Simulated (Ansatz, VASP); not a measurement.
# LiCl in VASP and in Ansatz

```
CELL_PARAMETERS angstrom
0.00000 2.56477 2.56477
2.56477 0.00000 2.56477
2.56477 2.56477 0.00000
ATOMIC_POSITIONS crystal
Cl 0.50000 0.50000 0.50000
Li 0.00000 0.00000 0.00000
```

Alike in both runs: task relaxation of cell and atoms; functional PBE0; k mesh 5 × 5 × 5; occupations fermi-dirac, width 0.05 eV; no spin polarisation.

|  | VASP | Ansatz |
| --- | --- | --- |
| version | VASP 6.6.1 | Ansatz 0.2.0 |
| potentials or method | VASP PAW PBE potentials, release 64 (Cl, Li_sv) | Ansatz PAW |
| plane-wave cutoff (eV) | 600 | 420 |
| valence electrons in the cell | 10 | 10 |

```tsv
	VASP	Ansatz	Ansatz less VASP
gap on the k mesh at the Fermi level, each at its own relaxed structure (eV)	8.57	8.51	-0.054
relaxed volume (Å³/atom)	16.60	16.69	+0.089
relaxed length of the cell vector where the two differ most in proportion (Å)	3.608	3.614	+0.0064
```

The k mesh is coarse, so the values compare programs but aren't converged. Noted on VASP's run: the cutoff is under 1.25 times that of the potentials, so the pressure is a little rough. Noted on Ansatz's run: odd divisions of the mesh miss points on the zone boundary, where band edges often lie, so the gap on the mesh can be too wide; the plane-wave basis is chosen anew once the cell has moved, so the energies of steps on either side of that aren't comparable.
